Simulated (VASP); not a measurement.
Here is a VASP 6.6.1 calculation.

INCAR

```
SYSTEM = Al3C2
PREC = Accurate
ENCUT = 600
EDIFF = 1E-6
ISMEAR = 0
SIGMA = 0.1
LREAL = .FALSE.
LASPH = .TRUE.
NELM = 100
ALGO = Normal
ISIF = 3
LWAVE = .FALSE.
LCHARG = .FALSE.
GGA = PE
IBRION = 2
NSW = 100
EDIFFG = -0.01
```

The input KPOINTS:

```
Automatic mesh
0
G
  12 12 6
  0 0 0
```

POSCAR

```
Al3C2
1.0
    3.1386368765      0.0000000000      0.0000000000
   -1.5693184383      2.7181392683      0.0000000000
    0.0000000000      0.0000000000      6.8018430533
Al C
3 2
Direct
    0.0000000000      0.0000000000      0.0000000000
    0.3333333333      0.6666666667      0.6891710383
    0.6666666667      0.3333333333      0.3108289617
    0.3333333333      0.6666666667      0.1840661577
    0.6666666667      0.3333333333      0.8159338423
```

Potentials or basis: VASP PAW PBE potentials, release 64 (Al, C).

Launch:

```sh
$ cat potpaw_PBE.64/Al/POTCAR potpaw_PBE.64/C/POTCAR > POTCAR
$ mpirun -np 1 vasp_std > vasp.out
```

Problem. Estimate the relaxed volume.

Solution. 11.64 Å³/atom.

Problem. Estimate the relaxed cell.

Solution. a = 3.138 Å, b = 3.138 Å, c = 6.823 Å, α = 90.00°, β = 90.00°, γ = 120.00°.

Problem. Estimate the space group after relaxing (to 0.05 Å).

Solution. P-3m1 (No. 164).

Step by step:
| step | energy change (eV) | largest force (eV/Å) | pressure (GPa) | volume (Å³) |
| --- | --- | --- | --- | --- |
| 1 | 0.0000 | 0.0025 | 0.12 | 58.03 |
| 2 | -0.0001 | 0.0228 | -0.03 | 58.10 |
| 3 | -0.0001 | 0.0240 | -0.04 | 58.11 |
| 4 | -0.0001 | 0.0145 | 0.03 | 58.11 |
| 5 | -0.0002 | 0.0176 | 0.10 | 58.11 |
| 6 | -0.0002 | 0.0150 | 0.06 | 58.14 |
| 7 | -0.0002 | 0.0102 | -0.01 | 58.19 |
| 8 | -0.0002 | 0.0093 | -0.03 | 58.20 |
